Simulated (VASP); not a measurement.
Runs of VASP 6.6.1 on Zn. The structure is that of space group P6/mmm (No. 191), or close to it. The cells are those of the table. This isn't the form of Zn at room conditions, which is hcp.

```csv
task,cell,k mesh,cutoff (eV),gap on the mesh (eV),pressure (GPa)
single point,"a = 4.410, b = 4.410, c = 2.713 Å, angles 90.0, 90.0, 120.0°, 3 atoms",10 × 10 × 13,520,none,-2.6
single point,"a = 4.171, b = 4.171, c = 2.567 Å, angles 90.0, 90.0, 120.0°, 3 atoms",10 × 10 × 13,520,none,15.1
single point,"a = 4.353, b = 4.353, c = 2.678 Å, angles 90.0, 90.0, 120.0°, 3 atoms",10 × 10 × 13,520,none,(a)
relaxation of cell and atoms,"relaxed from a = 4.413, b = 4.413, c = 2.705 Å, angles 90.0, 90.0, 120.0°, 3 atoms",8 × 8 × 12,600,none,0.0
single point,"a = 4.294, b = 4.294, c = 2.642 Å, angles 90.0, 90.0, 120.0°, 3 atoms",10 × 10 × 13,520,none,4.1
single point,"a = 4.234, b = 4.234, c = 2.605 Å, angles 90.0, 90.0, 120.0°, 3 atoms",10 × 10 × 13,520,none,(b)
single point,"a = 4.353, b = 4.353, c = 2.678 Å, angles 90.0, 90.0, 120.0°, 3 atoms",8 × 8 × 12,520,none,0.4
```

Alike in all rows: level r2SCAN; potentials or basis VASP PAW PBE potentials, release 64 (Zn); no spin polarisation; smearing fermi-dirac 0.1 eV.

Fill in the values left out.

(a) 0.3; (b) 8.9.

Caveats: the PAW data sets were made with another functional, which shifts forces and pressure a little; the cell stands under pressure (at least some runs).

A gap of «none» marks levels without a gap at the run's occupations.
